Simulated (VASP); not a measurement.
# AlAs (e600) (F-43m) in VASP: notebook

AlAs (e600) is run at these levels: PBE; tasks: single point, relaxation of cell and atoms.

All numbers are computed with VASP 6.6.1; they aren't measurements. Logs are shortened: lines on timing, memory, paths and dates and some standing lists are left out, and cuts for length are marked.

## Step 1: The cell of the first run

Symmetry: F-43m, No. 216, cubic system. The conventional cell has a = 5.728 Å, b = 5.728 Å, c = 5.728 Å, α = 90.00°, β = 90.00°, γ = 90.00°. Al (site symmetry -43m) has 4 As at 2.48 Å within 3.3 Å. Within 3.3 Å of As (site symmetry -43m) lie 4 Al at 2.48 Å.

## Step 2: Single point, PBE

The input, INCAR:

```
  PREC = Accurate
  ENCUT = 500
  EDIFF = 1E-6
  ISMEAR = 0
  SIGMA = 0.02
  LREAL = False
  LASPH = True
  NELM = 120
  ALGO = Normal
  ISIF = 2
  LWAVE = False
  LCHARG = True
  GGA = PE
  LELF = True
  LVHAR = True
  NBANDS = 11
  GGA_COMPAT = False
```

The input, KPOINTS:

```
regular mesh
0
Gamma
  8 8 8
```

The input, POSCAR:

```
AlAs
1.0
    0.0000000000      2.8639329861      2.8639329861
    2.8639329861      0.0000000000      2.8639329861
    2.8639329861      2.8639329861      0.0000000000
Al As
1 1
Direct
    0.0000000000      0.0000000000      0.0000000000
    0.2500000000      0.2500000000      0.2500000000
```

Potentials or basis: VASP PAW PBE potentials, release 64 (Al, As).

Run with:

```bash
$ cat potpaw_PBE.64/Al/POTCAR potpaw_PBE.64/As/POTCAR > POTCAR
$ mpirun -np 1 vasp_std > vasp.out
```

OUTCAR:

```text
PREC = Accurate
   ENCUT = 500
   EDIFF = 1E-6
   ISMEAR = 0
   LREAL = False
   LASPH = True
   NELM = 120
   ISIF = 2
   GGA = PE

 ion  position               nearest neighbor table
   1  0.000  0.000  0.000-   2 2.48   2 2.48   2 2.48   2 2.48
   2  0.250  0.250  0.250-   1 2.48   1 2.48   1 2.48   1 2.48

  LATTYP: Found a face centered cubic cell.
 ALAT       =     5.7278659722

  Lattice vectors:

 A1 = (   0.0000000000,   2.8639329861,   2.8639329861)
 A2 = (   2.8639329861,   0.0000000000,   2.8639329861)
 A3 = (   2.8639329861,   2.8639329861,   0.0000000000)

Analysis of symmetry for initial positions (statically):
=====================================================================
 Subroutine PRICEL returns:
 Original cell was already a primitive cell.

 Routine SETGRP: Setting up the symmetry group for a
 face centered cubic supercell.

 Subroutine GETGRP returns: Found 24 space group operations
 (whereof 24 operations were pure point group operations)
 out of a pool of 48 trial point group operations.

The static configuration has the point symmetry T_d .

Analysis of symmetry for dynamics (positions and initial velocities):
=====================================================================
 Subroutine PRICEL returns:
 Original cell was already a primitive cell.

 Routine SETGRP: Setting up the symmetry group for a
 face centered cubic supercell.

 Subroutine GETGRP returns: Found 24 space group operations
 (whereof 24 operations were pure point group operations)
 out of a pool of 48 trial point group operations.

The dynamic configuration has the point symmetry T_d .

 Subroutine INISYM returns: Found 24 space group operations
 (whereof 24 operations are pure point group operations),
 and found     1 'primitive' translations

----------------------------------------------------------------------------------------

                                     Primitive cell

  volume of cell :      46.9806

  direct lattice vectors                    reciprocal lattice vectors
     0.000000000  2.863932986  2.863932986    -0.174585091  0.174585091  0.174585091
     2.863932986  0.000000000  2.863932986     0.174585091 -0.174585091  0.174585091
     2.863932986  2.863932986  0.000000000     0.174585091  0.174585091 -0.174585091

  length of vectors
     4.050212871  4.050212871  4.050212871     0.302390247  0.302390247  0.302390247

  position of ions in fractional coordinates (direct lattice)
     0.000000000  0.000000000  0.000000000
     0.250000000  0.250000000  0.250000000

  ion indices of the primitive-cell ions
   primitive index   ion index
                 1           1
                 2           2

----------------------------------------------------------------------------------------

 KPOINTS: regular mesh

Automatic generation of k-mesh.
 Grid dimensions read from file:
 generate k-points for:    8    8    8

 Generating k-lattice:

  Cartesian coordinates                     Fractional coordinates (reciprocal lattice)
    -0.021823136  0.021823136  0.021823136     0.125000000  0.000000000  0.000000000
     0.021823136 -0.021823136  0.021823136     0.000000000  0.125000000  0.000000000
     0.021823136  0.021823136 -0.021823136     0.000000000  0.000000000  0.125000000

  Length of vectors
     0.037798781  0.037798781  0.037798781

  Shift w.r.t. Gamma in fractional coordinates (k-lattice)
     0.000000000  0.000000000  0.000000000

 Subroutine IBZKPT returns following result:
 ===========================================

 Found     29 irreducible k-points:

 Following reciprocal coordinates:
            Coordinates               Weight
  0.000000  0.000000  0.000000      1.000000
  0.125000  0.000000  0.000000      8.000000
  0.250000  0.000000  0.000000      8.000000
  0.375000  0.000000  0.000000      8.000000
  0.500000  0.000000  0.000000      4.000000
  0.125000  0.125000  0.000000      6.000000
[... 16 lines left out ...]
  0.500000  0.250000  0.125000     48.000000
 -0.375000  0.250000  0.125000     24.000000
 [... further k-points ...]
   k-points           NKPTS =     29   k-points in BZ     NKDIM =     29   number of bands    NBANDS=     11
   number of dos      NEDOS =    301   number of ions     NIONS =      2
   total plane-waves  NPLWV =  27000
   dimension x,y,z NGX =    30 NGY =   30 NGZ =   30
   dimension x,y,z NGXF=    60 NGYF=   60 NGZF=   60
   ions per type =               1   1
   NGX,Y,Z   is equivalent  to a cutoff of  12.31, 12.31, 12.31 a.u.
   NGXF,Y,Z  is equivalent  to a cutoff of  24.63, 24.63, 24.63 a.u.
 SYSTEM =  unknown system
   PREC   = accura    normal or accurate (medium, high low for compatibility)
   ISTART =      0    job   : 0-new  1-cont  2-samecut
   ICHARG =      2    charge: 1-file 2-atom 10-const
   ISPIN  =      1    spin polarized calculation?
   LNONCOLLINEAR =      F non collinear calculations
   LSORBIT =      F    spin-orbit coupling
   LASPH  =      T    aspherical Exc in radial PAW
   ENCUT  =  500.0 eV  36.75 Ry    6.06 a.u.   7.38  7.38  7.38*2*pi/ulx,y,z
   NELM   =    120;   NELMIN=  2; NELMDL= -5     # of ELM steps
   EDIFF  = 0.1E-05   stopping-criterion for ELM
   LREAL  =      F    real-space projection
   EDIFFG = 0.1E-04   stopping-criterion for IOM
   NSW    =      0    number of steps for IOM
   IBRION =     -1    ionic relax: 0-MD 1-quasi-New 2-CG
   NFREE  =      0    steps in history (QN), initial steepest desc. (CG)
   ISIF   =      2    stress and relaxation
   ISYM   =      2    0-nonsym 1-usesym 2-fastsym
   POTIM  = 0.5000    time-step for ionic-motion
   TEBEG  =    0.0;   TEEND  =   0.0 temperature during run
   PSTRESS=    0.0 pullay stress
   NELECT =       8.0000    total number of electrons
   NUPDOWN=      -1.0000    fix difference up-down
   EMIN   =  10.00;   EMAX   =-10.00  energy-range for DOS
   EFERMI =   0.00;   METHOD = LEGACY
   ISMEAR =     0;   SIGMA  =   0.02  broadening in eV -4-tet -1-fermi 0-gaus
   EFERMI_NEDOS =   21; number of points for ismear=-14 and -15
   IALGO  =     38    algorithm
   IMIX   =      4    mixing-type and parameters
     AMIX     =   0.40;   BMIX     =  1.00
     AMIX_MAG =   1.60;   BMIX_MAG =  1.00
  volume/ion in A,a.u.               =      23.49       158.52
  Fermi-wavevector in a.u.,A,eV,Ry     =   0.907400  1.714737 11.202687  0.823374
  Thomas-Fermi vector in A             =   2.031202
   LORBIT       =      0    0 simple, 1 ext, 2 COOP (PROOUT), +10 PAW based schemes
   GGA     = PE    functional components
   LHFCALC =     F    Hartree Fock is set to
   AEXX    =    0.0000 exact exchange contribution
   IVDW    =     0    specifies the selected vdW correction
   LEPSILON=     F    determine dielectric tensor
   LRPA    =     F    only Hartree local field effects (RPA)
 non-spin polarized calculation
 Gauss-broadening in eV      SIGMA  =   0.02
  energy-cutoff  :      500.00
  volume of cell :       46.98
 maximum number of plane-waves:      1243
 NGX is ok and might be reduce to    30
   NGX = 15   NGY = 15   NGZ = 15

 number of electron       7.9999999 magnetization

 Free energy of the ion-electron system (eV)
  ---------------------------------------------------
  ext. energy  EPLUGINS =         0.00000000
  ---------------------------------------------------
  free energy    TOTEN  =        -9.38798273 eV

  energy without entropy =       -9.38798273  energy(sigma->0) =       -9.38798273

 E-fermi :   3.6743     XC(G=0):  -8.9046

 val. band max:        3.5939780070   @ k =   0.0000   0.0000   0.0000
 cond. band min:       5.0883867190   @ k =   0.5000   0.5000   0.0000
 fundamental gap:      1.4944087120
 Fermi energy:         3.6742921222

 k-point     1 :       0.0000    0.0000    0.0000
  band No.  band energies     occupation
      1      -8.0768      2.00000
      2       3.5940      2.00000
      3       3.5940      2.00000
      4       3.5940      2.00000
      5       5.3767      0.00000
      6       7.8210      0.00000
      7       7.8210      0.00000
      8       7.8210      0.00000
      9      12.2768      0.00000
     10      12.5363      0.00000
     11      12.5363      0.00000

 k-point     2 :       0.1250    0.0000    0.0000
  band No.  band energies     occupation
      1      -7.9308      2.00000
      2       2.1695      2.00000
      3       3.4384      2.00000
      4       3.4384      2.00000
      5       6.1761      0.00000
      6       8.0940      0.00000
      7       8.0940      0.00000
      8       8.1785      0.00000
      9      11.9542      0.00000
     10      11.9542      0.00000
     11      12.9967      0.00000

 k-point     3 :       0.2500    0.0000    0.0000
  band No.  band energies     occupation
      1      -7.5271      2.00000
      2       0.2698      2.00000
      3       3.1303      2.00000
      4       3.1303      2.00000
      5       6.0617      0.00000
      6       8.4389      0.00000
      7       8.4389      0.00000
      8       9.8410      0.00000
      9      11.8442      0.00000
     10      11.8442      0.00000
     11      12.8849      0.00000

 k-point     4 :       0.3750    0.0000    0.0000
  band No.  band energies     occupation
      1      -7.0095      2.00000
      2      -1.2187      2.00000
      3       2.8833      2.00000
      4       2.8833      2.00000
      5       5.7329      0.00000
      6       8.3524      0.00000
      7       8.3524      0.00000
      8      11.1869      0.00000
      9      13.0872      0.00000
     10      13.0872      0.00000
     11      13.1108      0.00000

 k-point     5 :       0.5000    0.0000    0.0000
  band No.  band energies     occupation
      1      -6.7363      2.00000
      2      -1.8242      2.00000
      3       2.7934      2.00000
      4       2.7934      2.00000
      5       5.6063      0.00000
      6       8.2472      0.00000
      7       8.2472      0.00000
      8      11.2761      0.00000
      9      14.5011      0.00000
     10      14.9915      0.00000
     11      14.9915      0.00000
[... 211 lines left out ...]
 k-point    21 :       0.5000    0.5000    0.0000
  band No.  band energies     occupation
      1      -6.2189      2.00000
      2      -1.7175      2.00000
      3       1.4981      2.00000
      4       1.4981      2.00000
      5       5.0884      0.00000
      6       5.8828      0.00000
      7      13.6552      0.00000
      8      13.6552      0.00000
      9      14.9879      0.00000
     10      15.9539      0.00000
     11      15.9539      0.00000

 k-point    22 :       0.3750    0.2500    0.1250
  band No.  band energies     occupation
      1      -7.1902      2.00000
      2      -0.1169      2.00000
      3       1.7142      2.00000
      4       2.6504      2.00000
      5       7.1487      0.00000
      6       7.6959      0.00000
      7       8.8667      0.00000
      8       9.9906      0.00000
      9      11.6319      0.00000
     10      13.8703      0.00000
     11      15.3773      0.00000

 k-point    23 :       0.5000    0.2500    0.1250
  band No.  band energies     occupation
      1      -6.7261      2.00000
      2      -1.0862      2.00000
      3       1.1429      2.00000
      4       2.2856      2.00000
      5       7.2009      0.00000
      6       7.9797      0.00000
      7       9.2827      0.00000
      8      10.3442      0.00000
      9      12.7635      0.00000
     10      13.9682      0.00000
     11      15.5872      0.00000

 k-point    24 :      -0.3750    0.2500    0.1250
  band No.  band energies     occupation
      1      -6.4889      2.00000
      2      -1.5398      2.00000
      3       0.9921      2.00000
      4       2.1108      2.00000
      5       7.1743      0.00000
      6       7.8049      0.00000
      7      10.1331      0.00000
      8      11.0969      0.00000
      9      11.8130      0.00000
     10      14.4572      0.00000
     11      15.6781      0.00000

 [... further k-points ...]

------------------------ aborting loop because EDIFF is reached ----------------------------------------

  FORCE on cell =-STRESS in cart. coord.  units (eV):
  Direction    XX          YY          ZZ          XY          YZ          ZX
  --------------------------------------------------------------------------------------
  -------------------------------------------------------------------------------------
  Total        0.0518135      0.0518135      0.0518135      0.0000000     -0.0000000      0.0000000
  in kB        1.7669921      1.7669921      1.7669921      0.0000000     -0.0000000      0.0000000
  external PRESSURE =       1.7669921 kB  Pullay stress =       0.0000000 kB

 VOLUME and BASIS-vectors are now :
 -----------------------------------------------------------------------------
  energy-cutoff  :      500.00
  volume of cell :       46.98
      direct lattice vectors                 reciprocal lattice vectors
     0.000000000  2.863932986  2.863932986    -0.174585091  0.174585091  0.174585091
     2.863932986  0.000000000  2.863932986     0.174585091 -0.174585091  0.174585091
     2.863932986  2.863932986  0.000000000     0.174585091  0.174585091 -0.174585091

 POSITION                                       TOTAL-FORCE (eV/Angst)
 -----------------------------------------------------------------------------------
      0.00000      0.00000      0.00000         0.000000      0.000000      0.000000
      1.43197      1.43197      1.43197        -0.000000     -0.000000     -0.000000
 -----------------------------------------------------------------------------------
    total drift:                               -0.000000     -0.000000     -0.000000

  FREE ENERGIE OF THE ION-ELECTRON SYSTEM (eV)
  ---------------------------------------------------
  free  energy   TOTEN  =        -9.3879827339 eV

  energy  without entropy=       -9.3879827339  energy(sigma->0) =       -9.38798273
```

Run time: 13 s. Hardware: 1 thread of AMD EPYC 7R43 (Zen 3), shared host; peak memory 0.13 GiB.

What came out:

* Free energy: -9.3880 eV
* Pressure: 0.2 GPa
* Band gap on the k mesh: 1.49 eV, indirect (least direct gap 1.78 eV)

A k mesh can miss the band edges. As with any semilocal functional, this PBE gap is likely too small.

(Continued in part 2 of 2.)
